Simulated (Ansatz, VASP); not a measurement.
# One calculation of AlP, two programs

```
Al P
1.0
     0.00000    2.75348    2.75348
     2.75348    0.00000    2.75348
     2.75348    2.75348    0.00000
Al P
1 1
Cartesian
  0.0000 0.0000 0.0000
  1.3767 1.3767 1.3767
```

Alike in both runs: functional PBE; k mesh 8 × 8 × 8; occupations gaussian, width 0.02 eV; no spin polarisation.

Ansatz relaxed the structure, and its values are those at the end. VASP's run is a single point on that final structure, the one shown.

|  | VASP | Ansatz |
| --- | --- | --- |
| version | VASP 6.6.1 | Ansatz 0.2.0 |
| potentials or method | VASP PAW PBE potentials, release 64 (Al, P), cutoff 500 eV | scalar-relativistic, plane waves, PAW |
| valence electrons in the cell | 8 | 8 |

|  | VASP | Ansatz | Ansatz less VASP |
| --- | --- | --- | --- |
| gap on the k mesh at the Fermi level (eV) | 1.63 | 1.63 | +0.002 |
| least direct gap on the mesh (eV) | 3.09 | 3.09 | +0.003 |
| pressure (GPa) | -0.1 | 0.0 | +0.07 |

The functional is the same, so the differences come from potentials, cutoffs and numerics.
